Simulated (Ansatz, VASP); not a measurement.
Two plane-wave programs on ZnCu

```
Zn Cu
1.0
     2.94500    0.00000    0.00000
     0.00000    2.94500    0.00000
     0.00000    0.00000    2.94500
Zn Cu
1 1
Cartesian
  1.5052 1.4850 1.4586
  -0.0672 -0.0266 0.0105
```

Change from the starting cell: atoms moved at random, drawn with an rms of 0.05 Å.

Alike in both runs: task single point; functional PBEsol; k mesh 9 × 9 × 9; occupations fermi-dirac, width 0.05 eV; no spin polarisation.

|  | VASP | Ansatz |
| --- | --- | --- |
| version | VASP 6.6.1 | Ansatz 0.2.0 |
| potentials or method | VASP PAW PBE potentials, release 64 (Zn, Cu) | Ansatz PAW |
| plane-wave cutoff (eV) | 520 | 420 |
| valence electrons in the cell | 23 | 31 |

Ansatz gave:

- gap on the k mesh at the Fermi level (eV): none
- pressure (GPa): -3.8
- traceless stress, the component that is largest in VASP (GPa): 0.42
- rms of the force components (eV/Å): 0.289

Problem. Estimate VASP's values.

Solution. gap on the k mesh at the Fermi level (eV): none; pressure (GPa): -3.1; traceless stress, the component that is largest in VASP (GPa): 0.43; rms of the force components (eV/Å): 0.293.

VASP's potentials were made for PBE, not for PBEsol. Atom by atom the forces differ by 0.005 eV/Å (rms over components). A gap of «none» marks a metal or a gap that the smearing closes. VASP's potentials hold 23 valence electrons a cell and Ansatz's 31, so a difference there can come from the potentials and not from the codes.
